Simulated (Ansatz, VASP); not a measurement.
**Two plane-wave programs on Cd**

Contents of INCAR:

```
SYSTEM = Cd
PREC     = Accurate       ! precision mode
ENCUT    = 630            ! plane-wave cutoff, eV
EDIFF    = 1E-6           ! SCF threshold, eV
ISMEAR   = 0              ! smearing method
SIGMA    = 0.15           ! smearing width, eV
LREAL    = .FALSE.        ! projectors in reciprocal space
LASPH    = .TRUE.         ! aspherical terms in the spheres
NELM     = 120            ! most SCF steps
ALGO     = Normal         ! electronic algorithm
ISIF     = 2              ! what is computed and relaxed
LWAVE    = .FALSE.        ! write WAVECAR
LCHARG   = .FALSE.        ! write CHGCAR
GGA      = PE             ! functional
NBANDS   = 27             ! bands
GGA_COMPAT= .FALSE.
```

File KPOINTS:

```
regular mesh
0
G
  18 18 8
  0 0 0
```

POSCAR

```
Cd
1.0
    2.8597176077      0.0000000000      0.0000000000
   -1.4298588039      2.4765880960      0.0000000000
    0.0000000000      0.0000000000      5.6176500000
Cd
2
Direct
    0.3333333333      0.6666666667      0.2500000000
    0.6666666667      0.3333333333      0.7500000000
```

Input for Ansatz:

```yaml
crystal:
  lattice:
    - [2.8597176077, 0.0, 0.0]
    - [-1.4298588039, 2.476588096, 0.0]
    - [0.0, 0.0, 5.61765]
  atoms:
    - { symbol: Cd, position: [0.3333333333, 0.6666666667, 0.25] }
    - { symbol: Cd, position: [0.6666666667, 0.3333333333, 0.75] }
basis:
  ecutwfc: 420
kpoints:
  mp_grid: { grid: [18, 18, 8] }
hamiltonian:
  xc: pbe
scf:
  occupations: { method: gaussian, width: 0.15 }
output:
  forces: true
  stress: true
  eigenvalues: true
```

Change from the starting cell: strain -0.0400 x Voigt [1, 1, 0, 0, 0, 0], atoms carried along.

Alike in both runs: task single point; functional PBE; k mesh 18 × 18 × 8; occupations gaussian, width 0.15 eV; no spin polarisation.

```csv
,VASP,Ansatz
version,VASP 6.6.1,Ansatz 0.2.0
potentials or method,"VASP PAW PBE potentials, release 64 (Cd_sv_GW), cutoff 630 eV","scalar-relativistic, plane waves, PAW"
valence electrons in the cell,40,40
```

VASP gave:

| Property | Result |
| --- | --- |
| gap on the k mesh at the Fermi level (eV) | none |
| pressure (GPa) | 10.1 |
| traceless stress, the component that is largest in VASP (GPa) | -4.45 |

Problem. Which values does Ansatz return?

Solution. gap on the k mesh at the Fermi level (eV): none; pressure (GPa): 10.4; traceless stress, the component that is largest in VASP (GPa): -4.45.

A gap of «none» marks a metal or a gap that the smearing closes.
